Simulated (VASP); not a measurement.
Wanted: the native input for a VASP 6.6.1 run.

| Property | Result |
| --- | --- |
| Task | single point |
| Functional | LDA |
| Potentials or basis | VASP PAW LDA potentials, release 64 (Al, N) |
| Cutoff | 520 eV |
| k mesh | 9 × 9 × 6 |
| Occupations | gaussian, width 0.05 eV |
| Spin | no spin polarisation |
| Dipole correction | no |
| Further INCAR settings | ALGO = Normal; EDIFF = 1e-06; NBANDS = 16 |

The structure of AlN lies in POSCAR:

```
AlN
1.0
    3.1403243997      0.0000000000      0.0000000000
   -1.5701621999      2.7196007063      0.0000000000
    0.0000000000      0.0000000000      5.0263297624
Al N
2 2
Direct
    0.3397634096      0.6795268192      0.0015212672
    0.6602365904      0.3204731808      0.5015212672
    0.3275955689      0.6551911379      0.3834787328
    0.6724044311      0.3448088621      0.8834787328
```

These files were run (other wordings do the same):

INCAR

```
PREC = Accurate
ENCUT = 520
EDIFF = 1E-6
ISMEAR = 0
SIGMA = 0.05
LREAL = False
LASPH = True
NELM = 80
ALGO = Normal
ISIF = 2
LWAVE = False
LCHARG = True
GGA = CA
LELF = True
LVHAR = True
NBANDS = 16
```

KPOINTS

```
Automatic mesh
0
Gamma
  9 9 6
```

Potentials or basis: VASP PAW LDA potentials, release 64 (Al, N).

The run is started by

```console
$ cat potpaw_LDA.64/Al/POTCAR potpaw_LDA.64/N/POTCAR > POTCAR
$ mpirun -np 1 vasp_std > vasp.out
```

Results of the run:

The pressure is -9.1 GPa. The largest force is 0.200 eV/Å and the band gap on the k mesh is 3.97 eV, direct.

It took 25 s on 1 thread of AMD EPYC 9R45 96-Core Processor (Zen 5) (shared host), peak memory 0.14 GiB.
